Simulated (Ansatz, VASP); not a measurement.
**Ru: VASP beside Ansatz**

Contents of INCAR:

```
PREC = Accurate ; ENCUT = 520
EDIFF = 1E-6 ; ISMEAR = 0
SIGMA = 0.15 ; LREAL = F
LASPH = T ; NELM = 80
ALGO = Fast ; ISIF = 2
LWAVE = F ; LCHARG = F
GGA = PE ; NBANDS = 13
```

The input KPOINTS:

```
Automatic mesh
0
Gamma
  22 22 22
```

POSCAR

```
Ru
1.0
    0.0000000000      1.9193647793      1.7767559762
    1.9193647793      0.0000000000      1.7767559762
    1.9193647793      1.9193647793      0.0000000000
Ru
1
Direct
    0.0000000000      0.0000000000      0.0000000000
```

Input for Ansatz:

```yaml
crystal:
  lattice:
    - [0.0, 1.9193647793, 1.7767559762]
    - [1.9193647793, 0.0, 1.7767559762]
    - [1.9193647793, 1.9193647793, 0.0]
  atoms:
    - { symbol: Ru, position: [0.0, 0.0, 0.0] }
basis:
  ecutwfc: 420
kpoints:
  mp_grid: { grid: [22, 22, 22] }
hamiltonian:
  xc: pbe
scf:
  occupations: { method: gaussian, width: 0.15 }
output:
  forces: true
  stress: true
  eigenvalues: true
```

Alike in both runs: task single point; functional PBE; k mesh 22 × 22 × 22; occupations gaussian, width 0.15 eV; no spin polarisation.

|  | VASP | Ansatz |
| --- | --- | --- |
| version | VASP 6.6.1 | Ansatz 0.2.0 |
| potentials or method | VASP PAW PBE potentials, release 64 (Ru_pv), cutoff 520 eV | scalar-relativistic, plane waves, PAW |
| valence electrons in the cell | 14 | 16 |

```tsv
	VASP	Ansatz	Ansatz less VASP
gap on the k mesh at the Fermi level (eV)	none	none	-
pressure (GPa)	20.2	20.2	-0.03
traceless stress, the component that is largest in VASP (GPa)	15.32	15.33	+0.016
```

A gap of «none» marks a metal or a gap that the smearing closes. With one functional, cell and mesh, what is left measures potentials, basis and numerics. VASP's potentials hold 14 valence electrons a cell and Ansatz's 16, so a difference there can come from the potentials and not from the codes.
